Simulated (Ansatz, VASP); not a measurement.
# Two plane-wave programs on H

Contents of INCAR:

```
ALGO = Normal
EDIFF = 1E-6
ENCUT = 500
GGA = PS
GGA_COMPAT = F
ISIF = 2
ISMEAR = 1
LASPH = T
LCHARG = F
LREAL = F
LWAVE = F
NBANDS = 6
NELM = 120
PREC = Accurate
SIGMA = 0.23
```

The input KPOINTS:

```
k-points
0
Gamma
  8 8 22
```

The input POSCAR:

```
H
1.0
    2.6584415901      0.0000000000      0.0000000000
    0.0000000000      2.6584415901      0.0000000000
    0.0000000000      0.0000000000      0.9837503955
H
1
Direct
    0.0000000000      0.0000000000      0.5000000000
```

Input for Ansatz:

```yaml
crystal:
  lattice:
    - [2.6584415901, 0.0, 0.0]
    - [0.0, 2.6584415901, 0.0]
    - [0.0, 0.0, 0.9837503955]
  atoms:
    - { symbol: H, position: [0.0, 0.0, 0.5] }
basis: {}
kpoints:
  mp_grid: { grid: [8, 8, 22] }
hamiltonian:
  xc: pbesol
scf:
  occupations: { method: cold, width: 0.23 }
  mixing: { algorithm: broyden, beta: 0.76 }
  initial_density: { chi_scale: 0, normalization: atom }
  max_iter: 75
output:
  forces: true
  stress: true
  eigenvalues: true
```

Alike in both runs: task single point; functional PBEsol; k mesh 8 × 8 × 22; no spin polarisation.

|  | VASP | Ansatz |
| --- | --- | --- |
| version | VASP 6.6.1 | Ansatz 0.2.0 |
| potentials or method | VASP PAW PBE potentials, release 64 (H) | scalar-relativistic, plane waves, PAW |
| plane-wave cutoff (eV) | 500 | 420 |
| occupations | methfessel-paxton of order 1, width 0.23 eV | cold, width 0.23 eV |
| valence electrons in the cell | 1 | 1 |

|  | VASP | Ansatz | Ansatz less VASP |
| --- | --- | --- | --- |
| gap on the k mesh at the Fermi level (eV) | none | none | - |
| pressure (GPa) | 1.0 | 1.3 | +0.31 |
| traceless stress, the component that is largest in VASP (GPa) | -0.46 | -0.52 | -0.068 |

VASP's potentials were made for PBE, not for PBEsol. A gap of «none» marks a metal or a gap that the smearing closes.
